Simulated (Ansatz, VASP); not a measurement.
**Two plane-wave programs on Li2O**

Contents of INCAR:

```
SYSTEM = Li2O
PREC = Accurate ; ENCUT = 750
EDIFF = 1E-6 ; ISMEAR = 0
SIGMA = 0.01 ; LREAL = .FALSE.
LASPH = .TRUE. ; NELM = 120
ALGO = Normal ; ISIF = 2
LWAVE = .FALSE. ; LCHARG = .TRUE.
GGA = PE ; LELF = .TRUE.
LVHAR = .TRUE. ; NBANDS = 13
GGA_COMPAT = .FALSE.
```

KPOINTS

```
regular mesh
0
G
  8 8 8
  0 0 0
```

The input POSCAR:

```
Li2O
1.0
    0.0000000000      2.2863690217      2.2863690217
    2.2863690217      0.0000000000      2.2863690217
    2.2863690217      2.2863690217      0.0000000000
Li O
2 1
Direct
    0.2500000000      0.2500000000      0.2500000000
    0.7500000000      0.7500000000      0.7500000000
    0.0000000000      0.0000000000      0.0000000000
```

Input for Ansatz:

```yaml
crystal:
  lattice:
    - [0.0, 2.2863690217, 2.2863690217]
    - [2.2863690217, 0.0, 2.2863690217]
    - [2.2863690217, 2.2863690217, 0.0]
  atoms:
    - { symbol: Li, position: [0.25, 0.25, 0.25] }
    - { symbol: Li, position: [0.75, 0.75, 0.75] }
    - { symbol: O, position: [0.0, 0.0, 0.0] }
kpoints:
  mp_grid: { grid: [8, 8, 8] }
hamiltonian:
  xc: pbe
scf:
  occupations: { method: fixed }
output:
  optics:
    e_range: [0, 20]
    de: 0.05
    sigma: 0.1
    bands: { spectra_wanted_up_to: 20 }
    scissors: 1.668
```

Alike in both runs: task single point; functional PBE; k mesh 8 × 8 × 8; no spin polarisation.

```csv
,VASP,Ansatz
version,VASP 6.6.1,Ansatz 0.2.0
potentials or method,"VASP PAW PBE potentials, release 64 (Li_sv, O)","plane waves, PAW"
plane-wave cutoff (eV),750,420
occupations,"gaussian, width 0.01 eV",fixed
valence electrons in the cell,12,12
```

```tsv
	VASP	Ansatz	Ansatz less VASP
gap on the k mesh at the Fermi level (eV)	5.04	5.05	+0.012
```
